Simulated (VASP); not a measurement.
# Sn (Fd-3m) in VASP: notebook

Runs on Sn. Level: HSE06. Tasks: single point.

Everything below comes from runs of VASP 6.6.1. Logs are shortened: lines on timing, memory, paths and dates and some standing lists are left out, and cuts for length are marked.

## (1) The cell of the first run

Symmetry: Fd-3m, No. 227, cubic system. Conventional cell: a = 6.605 Å, b = 6.605 Å, c = 6.605 Å, α = 90.00°, β = 90.00°, γ = 90.00°. Sn (site symmetry -43m) has 4 Sn at 2.86 Å within 3.8 Å.

This isn't the form of Sn at room conditions, which is tetragonal (white tin).

## (2) Single point, HSE06

POSCAR reads:

```
Sn
1.0
    0.0000000000      3.3026838914      3.3026838914
    3.3026838914      0.0000000000      3.3026838914
    3.3026838914      3.3026838914      0.0000000000
Sn
2
Direct
    0.0000000000      0.0000000000      0.0000000000
    0.2500000000      0.2500000000      0.2500000000
```

INCAR.step1 reads:

```
PREC = Accurate
ENCUT = 520
EDIFF = 1E-5
ISMEAR = -1
SIGMA = 0.1
LREAL = False
LASPH = True
NELM = 100
ALGO = Normal
ISIF = 2
LWAVE = True
NBANDS = 21
GGA = PE
```

INCAR.step2 reads:

```
PREC = Accurate
ENCUT = 520
EDIFF = 1E-6
ISMEAR = -1
SIGMA = 0.1
LREAL = False
LASPH = True
NELM = 100
ALGO = Normal
ISIF = 2
LWAVE = False
LCHARG = True
GGA = PE
LHFCALC = True
HFSCREEN = 0.2079
PRECFOCK = Normal
LELF = True
LVHAR = True
NBANDS = 21
ISTART = 1
```

KPOINTS reads:

```
regular mesh
0
Gamma
  4 4 4
```

Potentials or basis: VASP PAW PBE potentials, release 64 (Sn_d).

Launch:

```sh
$ cat potpaw_PBE.64/Sn_d/POTCAR > POTCAR
$ cp INCAR.step1 INCAR
$ mpirun -np 1 vasp_std > vasp.out
$ cp INCAR.step2 INCAR
$ mpirun -np 1 vasp_std > vasp.out
```

OUTCAR:

```text
PREC = Accurate
   ENCUT = 520
   EDIFF = 1E-6
   ISMEAR = -1
   LREAL = False
   LASPH = True
   NELM = 100
   ISIF = 2
   GGA = PE
   LHFCALC = True
   HFSCREEN = 0.2079
   PRECFOCK = Normal
   ISTART = 1

 ion  position               nearest neighbor table
   1  0.000  0.000  0.000-   2 2.86   2 2.86   2 2.86   2 2.86
   2  0.250  0.250  0.250-   1 2.86   1 2.86   1 2.86   1 2.86

  LATTYP: Found a face centered cubic cell.
 ALAT       =     6.6053677828

  Lattice vectors:

 A1 = (   0.0000000000,   3.3026838914,   3.3026838914)
 A2 = (   3.3026838914,   0.0000000000,   3.3026838914)
 A3 = (   3.3026838914,   3.3026838914,   0.0000000000)

Analysis of symmetry for initial positions (statically):
=====================================================================
 Subroutine PRICEL returns:
 Original cell was already a primitive cell.

 Routine SETGRP: Setting up the symmetry group for a
 face centered cubic supercell.

 Subroutine GETGRP returns: Found 48 space group operations
 (whereof 24 operations were pure point group operations)
 out of a pool of 48 trial point group operations.

The static configuration has the point symmetry T_d .
 The point group associated with its full space group is O_h .

Analysis of symmetry for dynamics (positions and initial velocities):
=====================================================================
 Subroutine PRICEL returns:
 Original cell was already a primitive cell.

 Routine SETGRP: Setting up the symmetry group for a
 face centered cubic supercell.

 Subroutine GETGRP returns: Found 48 space group operations
 (whereof 24 operations were pure point group operations)
 out of a pool of 48 trial point group operations.

The dynamic configuration has the point symmetry T_d .
 The point group associated with its full space group is O_h .

 Subroutine INISYM returns: Found 48 space group operations
 (whereof 24 operations are pure point group operations),
 and found     1 'primitive' translations

----------------------------------------------------------------------------------------

                                     Primitive cell
[... 72 lines left out ...]
   ENCUT  =  520.0 eV  38.22 Ry    6.18 a.u.   8.68  8.68  8.68*2*pi/ulx,y,z
   NELM   =    100;   NELMIN=  2; NELMDL=  0     # of ELM steps
   EDIFF  = 0.1E-05   stopping-criterion for ELM
   LREAL  =      F    real-space projection
   EDIFFG = 0.1E-04   stopping-criterion for IOM
   NSW    =      0    number of steps for IOM
   IBRION =     -1    ionic relax: 0-MD 1-quasi-New 2-CG
   NFREE  =      0    steps in history (QN), initial steepest desc. (CG)
   ISIF   =      2    stress and relaxation
   ISYM   =      3    0-nonsym 1-usesym 2-fastsym
   POTIM  = 0.5000    time-step for ionic-motion
   TEBEG  =    0.0;   TEEND  =   0.0 temperature during run
   PSTRESS=    0.0 pullay stress
   NELECT =      28.0000    total number of electrons
   NUPDOWN=      -1.0000    fix difference up-down
   EMIN   =  10.00;   EMAX   =-10.00  energy-range for DOS
   EFERMI =   0.00;   METHOD = LEGACY
   ISMEAR =    -1;   SIGMA  =   0.10  broadening in eV -4-tet -1-fermi 0-gaus
   EFERMI_NEDOS =   21; number of points for ismear=-14 and -15
   IALGO  =     38    algorithm
   IMIX   =      1    mixing-type and parameters
     AMIX     =   0.40;   BMIX     =  1.00
     AMIX_MAG =   1.60;   BMIX_MAG =  1.00
  volume/ion in A,a.u.               =      36.02       243.11
  Fermi-wavevector in a.u.,A,eV,Ry     =   1.194677  2.257612 19.418958  1.427253
  Thomas-Fermi vector in A             =   2.330661
   LORBIT       =      0    0 simple, 1 ext, 2 COOP (PROOUT), +10 PAW based schemes
   GGA     = PE    functional components
   LHFCALC =     T    Hartree Fock is set to
   PRECFOCK=normal    Normal, Fast or Accurate (Low or Medium for compatibility)
   ENCUT4O =  -1.0   cutoff for four orbital integrals eV
   NKREDX  =     1    reduce k-point grid by
   NKREDY  =     1    reduce k-point grid by
   NKREDZ  =     1    reduce k-point grid by
   AEXX    =    0.2500 exact exchange contribution
   HFSCREEN=    0.2079 screening length (either q_TF or 0.3 A-1)
   HFSCREENC=   0.2079 screening length for correlation (either q_TF or 0.3 A-1)
   ENCUTFOCK=  -1.0 apply spherical cutoff to Coloumb kernel
   IVDW    =     0    specifies the selected vdW correction
   LEPSILON=     F    determine dielectric tensor
   LRPA    =     F    only Hartree local field effects (RPA)
 non-spin polarized calculation
  energy-cutoff  :      520.00
  volume of cell :       72.05
 maximum number of plane-waves:      1964
 NGX is ok and might be reduce to    36
  NGX = 28; NGY = 28; NGZ = 28

 number of electron      27.9999991 magnetization

 Free energy of the ion-electron system (eV)
  ---------------------------------------------------
  ext. energy  EPLUGINS =         0.00000000
  ---------------------------------------------------
  free energy    TOTEN  =        -8.87624348 eV

  energy without entropy =       -8.86586480  energy(sigma->0) =       -8.87105414

 E-fermi :   4.9662     XC(G=0):  -7.2156

 val. band max:        4.9402297771   @ k =   0.0000   0.0000   0.0000
 cond. band min:       5.2175981551   @ k =   0.5000   0.0000   0.0000
 fundamental gap:      0.2773683780
 Fermi energy:         4.9662007979

 k-point     1 :       0.0000    0.0000    0.0000
  band No.  band energies     occupation
      1     -18.8343      2.00000
      2     -18.8343      2.00000
      3     -18.8343      2.00000
      4     -18.7821      2.00000
      5     -18.7821      2.00000
      6     -18.5042      2.00000
[... 181 lines left out ...]
     20      14.5371      0.00000
     21      15.7617      0.00000

------------------------ aborting loop because EDIFF is reached ----------------------------------------

  FORCE on cell =-STRESS in cart. coord.  units (eV):
  Direction    XX          YY          ZZ          XY          YZ          ZX
  --------------------------------------------------------------------------------------
  -------------------------------------------------------------------------------------
  Total       -0.2130381     -0.2130381     -0.2130381     -0.0000000      0.0000000     -0.0000000
  in kB       -4.7373651     -4.7373651     -4.7373651     -0.0000000      0.0000000     -0.0000000
  external PRESSURE =      -4.7373651 kB  Pullay stress =       0.0000000 kB

 VOLUME and BASIS-vectors are now :
 -----------------------------------------------------------------------------
  energy-cutoff  :      520.00
  volume of cell :       72.05
      direct lattice vectors                 reciprocal lattice vectors
     0.000000000  3.302683891  3.302683891    -0.151392024  0.151392024  0.151392024
     3.302683891  0.000000000  3.302683891     0.151392024 -0.151392024  0.151392024
     3.302683891  3.302683891  0.000000000     0.151392024  0.151392024 -0.151392024

 POSITION                                       TOTAL-FORCE (eV/Angst)
 -----------------------------------------------------------------------------------
      0.00000      0.00000      0.00000         0.000000     -0.000000     -0.000000
      1.65134      1.65134      1.65134        -0.000000      0.000000      0.000000
 -----------------------------------------------------------------------------------
    total drift:                                0.000003      0.000002      0.000001

  FREE ENERGIE OF THE ION-ELECTRON SYSTEM (eV)
  ---------------------------------------------------
  free  energy   TOTEN  =        -8.8762434826 eV

  energy  without entropy=       -8.8658647961  energy(sigma->0) =       -8.87105414
```

OSZICAR.step1:

```text
N       E                     dE             d eps       ncg     rms          rms(c)
DAV:   1     0.217979230926E+03    0.21798E+03   -0.14606E+04   346   0.192E+03
DAV:   2     0.157354002128E+02   -0.20224E+03   -0.19820E+03   341   0.429E+02
DAV:   3    -0.676252818475E+01   -0.22498E+02   -0.22293E+02   381   0.134E+02
DAV:   4    -0.753764717818E+01   -0.77512E+00   -0.77453E+00   381   0.280E+01
DAV:   5    -0.756990600465E+01   -0.32259E-01   -0.32258E-01   498   0.518E+00    0.301E+00
DAV:   6    -0.753169295382E+01    0.38213E-01   -0.25385E-02   450   0.196E+00    0.178E+00
DAV:   7    -0.751453088579E+01    0.17162E-01   -0.45215E-02   369   0.211E+00    0.163E-01
DAV:   8    -0.751682637495E+01   -0.22955E-02   -0.57439E-03   396   0.819E-01    0.519E-02
DAV:   9    -0.751735868792E+01   -0.53231E-03   -0.63357E-04   361   0.161E-01    0.134E-02
DAV:  10    -0.751737740894E+01   -0.18721E-04   -0.32913E-05   332   0.490E-02    0.614E-03
DAV:  11    -0.751738327160E+01   -0.58627E-05   -0.10508E-05   284   0.289E-02
   1 F= -.75173833E+01 E0= -.75091290E+01  d E =-.165085E-01
```

Run time: 46 min. Hardware: 1 thread of Oxide Virtual Turin-like, shared host; peak memory 0.28 GiB.

What came out:

```
Free energy            : -8.8762 eV
Pressure               : -0.5 GPa
Band gap on the k mesh : zero (filled and empty bands touch)
```

Levels at points of the mesh, in eV from the Fermi level:
| k point | band 11 | band 12 | band 13 | band 14 | band 15 | band 16 | band 17 | band 18 |
| --- | --- | --- | --- | --- | --- | --- | --- | --- |
| (0.00, 0.00, 0.00) | -11.43 | -0.57 | -0.03 | -0.03 | -0.03 | 2.56 | 2.56 | 2.56 |
| (0.50, 0.00, 0.00) | -9.72 | -6.77 | -1.26 | -1.26 | 0.25 | 3.67 | 3.67 | 6.21 |
| (0.50, 0.50, 0.00) | -8.14 | -8.14 | -2.63 | -2.63 | 1.20 | 1.20 | 8.28 | 8.28 |

Caveat: the k points lie up to 0.41 Å⁻¹ apart; the PAW data sets were made with another functional, which shifts forces and pressure a little; spin-orbit coupling is left out, which moves the levels of the heavy elements.

## (3) Single point, HSE06

This run uses another cell than the first one, of 37.13 Å³/atom.

POSCAR reads:

```
Sn
1.0
    0.0000000000      3.3360465928      3.3360465928
    3.3360465928      0.0000000000      3.3360465928
    3.3360465928      3.3360465928      0.0000000000
Sn
2
Direct
    0.0000000000      0.0000000000      0.0000000000
    0.2500000000      0.2500000000      0.2500000000
```

INCAR.step1 reads:

```
SYSTEM = Sn
ALGO     = Normal         ! electronic algorithm
EDIFF    = 1E-5           ! SCF threshold, eV
ENCUT    = 520            ! plane-wave cutoff, eV
GGA      = PE             ! functional
ISIF     = 2              ! what is computed and relaxed
ISMEAR   = -1             ! smearing method
LASPH    = .True.         ! aspherical terms in the spheres
LCHARG   = .False.        ! write CHGCAR
LREAL    = .False.        ! projectors in reciprocal space
LWAVE    = .True.         ! write WAVECAR
NBANDS   = 21             ! bands
NELM     = 60             ! most SCF steps
PREC     = Accurate       ! precision mode
SIGMA    = 0.1            ! smearing width, eV
```

INCAR.step2 reads:

```
SYSTEM = Sn
ALGO     = Normal         ! electronic algorithm
EDIFF    = 1E-6           ! SCF threshold, eV
ENCUT    = 520            ! plane-wave cutoff, eV
GGA      = PE             ! functional
HFSCREEN = 0.2079         ! screening, 1/A
ISIF     = 2              ! what is computed and relaxed
ISMEAR   = -1             ! smearing method
ISTART   = 1            
LASPH    = .True.         ! aspherical terms in the spheres
LCHARG   = .False.        ! write CHGCAR
LHFCALC  = .True.         ! exact exchange
LREAL    = .False.        ! projectors in reciprocal space
LWAVE    = .False.        ! write WAVECAR
NBANDS   = 21             ! bands
NELM     = 60             ! most SCF steps
PREC     = Accurate       ! precision mode
PRECFOCK = Normal       
SIGMA    = 0.1            ! smearing width, eV
```

KPOINTS reads:

```
k-points
0
Gamma
  4 4 4
  0 0 0
```

Potentials or basis: VASP PAW PBE potentials, release 64 (Sn_d).

Launch:

```sh
$ cat potpaw_PBE.64/Sn_d/POTCAR > POTCAR
$ cp INCAR.step1 INCAR
$ mpirun -np 1 vasp_std > vasp.out
$ cp INCAR.step2 INCAR
$ mpirun -np 1 vasp_std > vasp.out
```

Wall time 53 min (1 thread of Oxide Virtual Turin-like, shared host); peak memory 0.27 GiB.

Results (log left out):

```
Free energy            : -8.8627 eV
Pressure               : -1.6 GPa
Band gap on the k mesh : zero (filled and empty bands touch)
```

Levels at points of the mesh, in eV from the Fermi level:
```csv
k point,band 12,band 13,band 14,band 15,band 16,band 17
"(0.00, 0.00, 0.00)",-0.78,0.00,0.00,0.00,2.57,2.57
"(0.50, 0.00, 0.00)",-6.65,-1.19,-1.19,0.20,3.67,3.67
"(0.50, 0.50, 0.00)",-8.02,-2.51,-2.51,1.24,1.24,8.10
```

Caveat: the k points lie up to 0.41 Å⁻¹ apart; the PAW data sets were made with another functional, which shifts forces and pressure a little; spin-orbit coupling is left out, which moves the levels of the heavy elements.

The gap in the log of VASP goes by the Fermi energy; the results here count the filled bands.